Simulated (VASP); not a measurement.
A run of VASP 6.6.1 is set up as follows.

POSCAR

```
SiO2
1.0
    6.7990047054      0.0000000000      0.0000000000
    0.0000000000      6.7990047054      0.0000000000
    0.0000000000      0.0000000000      6.2362971577
Si O
5 10
Direct
    0.2703477858      0.0000000000      0.1193364413
    0.0000000000      0.7296522142      0.8806635587
    0.0000000000      0.2703477858      0.8806635587
    0.7296522142      0.0000000000      0.1193364413
    0.0000000000      0.0000000000      0.5000000000
    0.1982197128      0.0000000000      0.3626642620
    0.0000000000      0.8017802872      0.6373357380
    0.0000000000      0.1982197128      0.6373357380
    0.8017802872      0.0000000000      0.3626642620
    0.1947695159      0.1947695159      0.0000000000
    0.1947695159      0.8052304841      0.0000000000
    0.8052304841      0.1947695159      0.0000000000
    0.8052304841      0.8052304841      0.0000000000
    0.5000000000      0.0000000000      0.1159146213
    0.0000000000      0.5000000000      0.8840853787
```

File INCAR.step1:

```
SYSTEM = SiO2
ALGO = Normal ; EDIFF = 1E-4
ENCUT = 520 ; GGA = PE
ISMEAR = 0 ; LASPH = .True.
LCHARG = .False. ; LREAL = Auto
LWAVE = .True. ; NBANDS = 53
NELM = 80 ; PREC = Accurate
SIGMA = 0.02
```

INCAR.step2

```
SYSTEM = SiO2
ALGO = Normal ; EDIFF = 1E-7
ENCUT = 520 ; ISIF = 2
ISMEAR = 0 ; ISTART = 1
LASPH = .True. ; LCHARG = .False.
LMIXTAU = .True. ; LREAL = Auto
LWAVE = .False. ; METAGGA = R2SCAN
NBANDS = 53 ; NELM = 80
PREC = Accurate ; SIGMA = 0.02
```

The input KPOINTS:

```
k-points
0
Gamma
  4 4 4
  0 0 0
```

Potentials or basis: VASP PAW PBE potentials, release 64 (Si, O).

Run with:

```bash
$ cat potpaw_PBE.64/Si/POTCAR potpaw_PBE.64/O/POTCAR > POTCAR
$ cp INCAR.step1 INCAR
$ mpirun -np 1 vasp_std > vasp.out
$ cp INCAR.step2 INCAR
$ mpirun -np 1 vasp_std > vasp.out
```

Question: Predict the pressure.

Answer: 6.2 GPa.

Question: Predict the largest force.

Answer: 0.119 eV/Å.

Question: What does it give for the band gap on the k mesh?

Answer: 6.46 eV (least direct gap 6.52 eV).

Forces in eV/Å, atoms in the order of the input:
```
Si   0.119  0.000  0.011
Si   0.000 -0.119 -0.011
Si   0.000  0.119 -0.011
Si  -0.119  0.000  0.011
Si   0.000  0.000  0.000
O   -0.003  0.000 -0.002
O    0.000  0.003  0.002
O    0.000 -0.003  0.002
O    0.003  0.000 -0.002
O   -0.007 -0.007  0.000
O   -0.007  0.007  0.000
O    0.007 -0.007  0.000
O    0.007  0.007  0.000
O    0.000  0.000  0.008
O    0.000  0.000 -0.008
```

Caveat: the cell stands under pressure; the PAW data sets were made with another functional, which shifts forces and pressure a little. A k mesh can miss the band edges.
